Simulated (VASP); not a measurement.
# TaNb2N3 (R-3m) in VASP: further runs

TaNb2N3 is run at these levels: PBE; tasks: single point, relaxation of cell and atoms.

All numbers are computed with VASP 6.6.1; they aren't measurements. Logs are shortened: lines on timing, memory, paths and dates and some standing lists are left out, and cuts for length are marked.

## (1) The cell of the first run

The structure is trigonal, space group R-3m (No. 166). The conventional cell has a = 5.517 Å, b = 5.517 Å, c = 9.138 Å, α = 90.00°, β = 90.00°, γ = 120.00°. Ta (site symmetry -3m) has 2 Nb at 2.36 Å and 6 N at 2.76 Å within 3.1 Å. Nb (site symmetry 3m) has 3 N at 1.73 Å and 1 Ta at 2.36 Å within 2.4 Å. N (site symmetry 2/m) has 2 Nb at 1.73 Å within 2.3 Å.

The cell was generated, and may not be a known phase.

## (2) Single point, PBE

Contents of INCAR:

```
PREC = Accurate
ENCUT = 520
EDIFF = 1E-6
ISMEAR = 0
SIGMA = 0.1
LREAL = F
LASPH = T
NELM = 80
ALGO = Normal
ISIF = 2
LWAVE = F
LCHARG = F
GGA = PE
NBANDS = 35
```

Contents of KPOINTS:

```
regular mesh
0
Gamma
  6 6 6
```

Contents of POSCAR:

```
TaNb2N3
1.0
    2.7582752300      1.5924909500      3.0459502800
   -2.7582752300      1.5924909500      3.0459502800
    0.0000000000     -3.1849818900      3.0459502800
Ta Nb N
1 2 3
Direct
    0.5000000000      0.5000000000      0.5000000000
    0.7585994200      0.7585994200      0.7585994200
    0.2414005800      0.2414005800      0.2414005800
    0.0000000000      0.0000000000      0.5000000000
    0.5000000000      0.0000000000      0.0000000000
    0.0000000000      0.5000000000      0.0000000000
```

Potentials or basis: VASP PAW PBE potentials, release 64 (Ta_pv, Nb_sv, N).

Started as:

```console
$ cat potpaw_PBE.64/Ta_pv/POTCAR potpaw_PBE.64/Nb_sv/POTCAR potpaw_PBE.64/N/POTCAR > POTCAR
$ mpirun -np 1 vasp_std > vasp.out
```

OUTCAR:

```text
PREC = Accurate
   ENCUT = 520
   EDIFF = 1E-6
   ISMEAR = 0
   LREAL = F
   LASPH = T
   NELM = 80
   ISIF = 2
   GGA = PE

 ion  position               nearest neighbor table
   1  0.500  0.500  0.500-   2 2.36   3 2.36   3 3.26   2 3.26   3 3.26   3 3.26   2 3.26   2 3.26

   2  0.759  0.759  0.759-   5 1.73   6 1.73   4 1.73   1 2.36   1 3.26   1 3.26   1 3.26
   3  0.241  0.241  0.241-   5 1.73   6 1.73   4 1.73   1 2.36   1 3.26   1 3.26   1 3.26
   4  0.000  0.000  0.500-   2 1.73   3 1.73
   5  0.500  0.000  0.000-   2 1.73   3 1.73
   6  0.000  0.500  0.000-   2 1.73   3 1.73

  LATTYP: Found a trigonal (rhomboedric) cell.
 ALAT       =     4.4070310617
 COS(alpha) =     0.2165469577

  Lattice vectors:

 A1 = (   2.7582752300,   1.5924909500,   3.0459502800)
 A2 = (  -2.7582752300,   1.5924909500,   3.0459502800)
 A3 = (   0.0000000000,  -3.1849818900,   3.0459502800)

Analysis of symmetry for initial positions (statically):
=====================================================================
 Subroutine PRICEL returns:
 Original cell was already a primitive cell.

 Routine SETGRP: Setting up the symmetry group for a
 trigonal (rhombohedral) supercell.

 Subroutine GETGRP returns: Found 12 space group operations
 (whereof 12 operations were pure point group operations)
 out of a pool of 12 trial point group operations.

The static configuration has the point symmetry D_3d.

Analysis of symmetry for dynamics (positions and initial velocities):
=====================================================================
 Subroutine PRICEL returns:
 Original cell was already a primitive cell.

 Routine SETGRP: Setting up the symmetry group for a
 trigonal (rhombohedral) supercell.

 Subroutine GETGRP returns: Found 12 space group operations
 (whereof 12 operations were pure point group operations)
 out of a pool of 12 trial point group operations.

The dynamic configuration has the point symmetry D_3d.

 Subroutine INISYM returns: Found 12 space group operations
 (whereof 12 operations are pure point group operations),
 and found     1 'primitive' translations

----------------------------------------------------------------------------------------

                                     Primitive cell

  volume of cell :      80.2765

  direct lattice vectors                    reciprocal lattice vectors
     2.758275230  1.592490950  3.045950280     0.181272701  0.104657842  0.109434923
    -2.758275230  1.592490950  3.045950280    -0.181272701  0.104657842  0.109434923
     0.000000000 -3.184981890  3.045950280     0.000000000 -0.209315685  0.109434923

  length of vectors
     4.407031062  4.407031062  4.407031058     0.236197075  0.236197075  0.236197075

  position of ions in fractional coordinates (direct lattice)
     0.500000000  0.500000000  0.500000000
     0.758599420  0.758599420  0.758599420
     0.241400580  0.241400580  0.241400580
     0.000000000  0.000000000  0.500000000
     0.500000000  0.000000000  0.000000000
     0.000000000  0.500000000  0.000000000

  ion indices of the primitive-cell ions
   primitive index   ion index
                 1           1
                 2           2
                 3           3
                 4           4
                 5           5
                 6           6

----------------------------------------------------------------------------------------

 KPOINTS: regular mesh

Automatic generation of k-mesh.
 Grid dimensions read from file:
 generate k-points for:    6    6    6

 Generating k-lattice:

  Cartesian coordinates                     Fractional coordinates (reciprocal lattice)
     0.030212117  0.017442974  0.018239154     0.166666667  0.000000000  0.000000000
    -0.030212117  0.017442974  0.018239154     0.000000000  0.166666667  0.000000000
     0.000000000 -0.034885947  0.018239154     0.000000000  0.000000000  0.166666667

  Length of vectors
     0.039366179  0.039366179  0.039366179

  Shift w.r.t. Gamma in fractional coordinates (k-lattice)
     0.000000000  0.000000000  0.000000000

 Subroutine IBZKPT returns following result:
 ===========================================

 Found     32 irreducible k-points:

 Following reciprocal coordinates:
            Coordinates               Weight
  0.000000  0.000000  0.000000      1.000000
  0.166667 -0.000000 -0.000000      6.000000
  0.333333  0.000000 -0.000000      6.000000
  0.500000  0.000000  0.000000      3.000000
  0.166667  0.166667 -0.000000      6.000000
  0.333333  0.166667  0.000000     12.000000
[... 16 lines left out ...]
  0.500000  0.500000  0.166667      6.000000
 -0.333333  0.500000  0.166667     12.000000
 [... further k-points ...]
   k-points           NKPTS =     32   k-points in BZ     NKDIM =     32   number of bands    NBANDS=     35
   number of dos      NEDOS =    301   number of ions     NIONS =      6
   total plane-waves  NPLWV =  46656
   dimension x,y,z NGX =    36 NGY =   36 NGZ =   36
   dimension x,y,z NGXF=    72 NGYF=   72 NGZF=   72
   ions per type =               1   2   3
   NGX,Y,Z   is equivalent  to a cutoff of  13.58, 13.58, 13.58 a.u.
   NGXF,Y,Z  is equivalent  to a cutoff of  27.16, 27.16, 27.16 a.u.
 SYSTEM =  unknown system
   PREC   = accura    normal or accurate (medium, high low for compatibility)
   ISTART =      0    job   : 0-new  1-cont  2-samecut
   ICHARG =      2    charge: 1-file 2-atom 10-const
   ISPIN  =      1    spin polarized calculation?
   LNONCOLLINEAR =      F non collinear calculations
   LSORBIT =      F    spin-orbit coupling
   LASPH  =      T    aspherical Exc in radial PAW
   ENCUT  =  520.0 eV  38.22 Ry    6.18 a.u.   8.19  8.19  8.19*2*pi/ulx,y,z
   NELM   =     80;   NELMIN=  2; NELMDL= -5     # of ELM steps
   EDIFF  = 0.1E-05   stopping-criterion for ELM
   LREAL  =      F    real-space projection
   EDIFFG = 0.1E-04   stopping-criterion for IOM
   NSW    =      0    number of steps for IOM
   IBRION =     -1    ionic relax: 0-MD 1-quasi-New 2-CG
   NFREE  =      0    steps in history (QN), initial steepest desc. (CG)
   ISIF   =      2    stress and relaxation
   ISYM   =      2    0-nonsym 1-usesym 2-fastsym
   POTIM  = 0.5000    time-step for ionic-motion
   TEBEG  =    0.0;   TEEND  =   0.0 temperature during run
   PSTRESS=    0.0 pullay stress
   NELECT =      52.0000    total number of electrons
   NUPDOWN=      -1.0000    fix difference up-down
   EMIN   =  10.00;   EMAX   =-10.00  energy-range for DOS
   EFERMI =   0.00;   METHOD = LEGACY
   ISMEAR =     0;   SIGMA  =   0.10  broadening in eV -4-tet -1-fermi 0-gaus
   EFERMI_NEDOS =   21; number of points for ismear=-14 and -15
   IALGO  =     38    algorithm
   IMIX   =      4    mixing-type and parameters
     AMIX     =   0.40;   BMIX     =  1.00
     AMIX_MAG =   1.60;   BMIX_MAG =  1.00
  volume/ion in A,a.u.               =      13.38        90.29
  Fermi-wavevector in a.u.,A,eV,Ry     =   1.416489  2.676775 27.299271  2.006440
  Thomas-Fermi vector in A             =   2.537818
   LORBIT       =      0    0 simple, 1 ext, 2 COOP (PROOUT), +10 PAW based schemes
   GGA     = PE    functional components
   LHFCALC =     F    Hartree Fock is set to
   AEXX    =    0.0000 exact exchange contribution
   IVDW    =     0    specifies the selected vdW correction
   LEPSILON=     F    determine dielectric tensor
   LRPA    =     F    only Hartree local field effects (RPA)
 non-spin polarized calculation
 Gauss-broadening in eV      SIGMA  =   0.10
  energy-cutoff  :      520.00
  volume of cell :       80.28
 maximum number of plane-waves:      2178
 NGX is ok and might be reduce to    36
   NGX = 17   NGY = 17   NGZ = 17

 number of electron      52.0000000 magnetization

 Free energy of the ion-electron system (eV)
  ---------------------------------------------------
  ext. energy  EPLUGINS =         0.00000000
  ---------------------------------------------------
  free energy    TOTEN  =       -50.24936889 eV

  energy without entropy =      -50.23525898  energy(sigma->0) =      -50.24231393

 E-fermi :   7.8924     XC(G=0): -11.5964

 val. band max:        7.8611601011   @ k =   0.5000   0.3333  -0.0000
 cond. band min:       7.8941011903   @ k =   0.5000   0.0000   0.0000
 fundamental gap:      0.0329410892
 Fermi energy:         7.8923639007

 k-point     1 :       0.0000    0.0000    0.0000
  band No.  band energies     occupation
      1     -46.5472      2.00000
      2     -46.5220      2.00000
      3     -26.9799      2.00000
      4     -26.9799      2.00000
      5     -26.9741      2.00000
      6     -23.5502      2.00000
[... 27 lines left out ...]
     34      14.1803      0.00000
     35      14.2159      0.00000

 k-point     2 :       0.1667   -0.0000   -0.0000
  band No.  band energies     occupation
      1     -46.5460      2.00000
      2     -46.5232      2.00000
      3     -26.9858      2.00000
      4     -26.9797      2.00000
      5     -26.9746      2.00000
      6     -23.5411      2.00000
[... 27 lines left out ...]
     34      13.2732      0.00000
     35      13.8380      0.00000

 k-point     3 :       0.3333    0.0000   -0.0000
  band No.  band energies     occupation
      1     -46.5429      2.00000
      2     -46.5261      2.00000
      3     -26.9998      2.00000
      4     -26.9792      2.00000
      5     -26.9734      2.00000
      6     -23.5211      2.00000
[... 27 lines left out ...]
     34      12.8300      0.00000
     35      13.8197      0.00000
[... 723 lines left out ...]
 k-point    23 :       0.5000    0.5000    0.1667
  band No.  band energies     occupation
      1     -46.5427      2.00000
      2     -46.5261      2.00000
      3     -27.0069      2.00000
      4     -26.9995      2.00000
      5     -26.9770      2.00000
      6     -23.5366      2.00000
[... 27 lines left out ...]
     34      12.1060      0.00000
     35      13.4020      0.00000

 k-point    24 :      -0.3333    0.5000    0.1667
  band No.  band energies     occupation
      1     -46.5394      2.00000
      2     -46.5295      2.00000
      3     -27.0062      2.00000
      4     -26.9949      2.00000
      5     -26.9775      2.00000
      6     -23.5494      2.00000
[... 27 lines left out ...]
     34      12.6291      0.00000
     35      13.4882      0.00000

 [... further k-points ...]
[... 5 lines left out ...]
  --------------------------------------------------------------------------------------
  -------------------------------------------------------------------------------------
  Total       34.3309635     34.3309635     35.5212603      0.0000000      0.0000000      0.0000000
  in kB      685.1851522    685.1851523    708.9413656      0.0000000      0.0000008      0.0000000
  external PRESSURE =     693.1038900 kB  Pullay stress =       0.0000000 kB

 VOLUME and BASIS-vectors are now :
 -----------------------------------------------------------------------------
  energy-cutoff  :      520.00
  volume of cell :       80.28
      direct lattice vectors                 reciprocal lattice vectors
     2.758275230  1.592490950  3.045950280     0.181272701  0.104657842  0.109434923
    -2.758275230  1.592490950  3.045950280    -0.181272701  0.104657842  0.109434923
     0.000000000 -3.184981890  3.045950280     0.000000000 -0.209315685  0.109434923

 POSITION                                       TOTAL-FORCE (eV/Angst)
 -----------------------------------------------------------------------------------
      0.00000      0.00000      4.56893        -0.000000     -0.000000      0.000000
      0.00000      0.00000      6.93197         0.000000     -0.000000     -5.260162
      0.00000      0.00000      2.20588         0.000000      0.000000      5.260162
      0.00000     -1.59249      1.52298         0.000000     -0.000000      0.000000
      1.37914      0.79625      1.52298         0.000000     -0.000000      0.000000
     -1.37914      0.79625      1.52298         0.000000     -0.000000      0.000000
 -----------------------------------------------------------------------------------
    total drift:                               -0.000000      0.000000     -0.000000

  FREE ENERGIE OF THE ION-ELECTRON SYSTEM (eV)
  ---------------------------------------------------
  free  energy   TOTEN  =       -50.2493688886 eV

  energy  without entropy=      -50.2352589799  energy(sigma->0) =      -50.24231393
```

It took 54 s on 1 thread of Intel Xeon 6975P-C (Granite Rapids), shared host; peak memory 0.24 GiB.

Results:

```yaml
Free_energy: -50.2494 eV
Pressure: 69.3 GPa
Largest_force: 5.260 eV/Å
Band_gap_on_the_k_mesh: zero (bands 26 and 27 overlap by 0.98 eV)
```

Forces in eV/Å, atoms in the order of the input:
```
Ta   0.000  0.000  0.000
Nb   0.000  0.000 -5.260
Nb   0.000  0.000  5.260
N    0.000  0.000  0.000
N    0.000  0.000  0.000
N    0.000  0.000  0.000
```

Caveat: the cell stands under pressure; spin-orbit coupling is left out, which moves the levels of the heavy elements; forces of over 1 eV/Å act on the atoms, so gaps and moduli don't describe the material at rest.

(Continued in part 2 of 3.)

The gap in the log of VASP goes by the Fermi energy; the results here count the filled bands.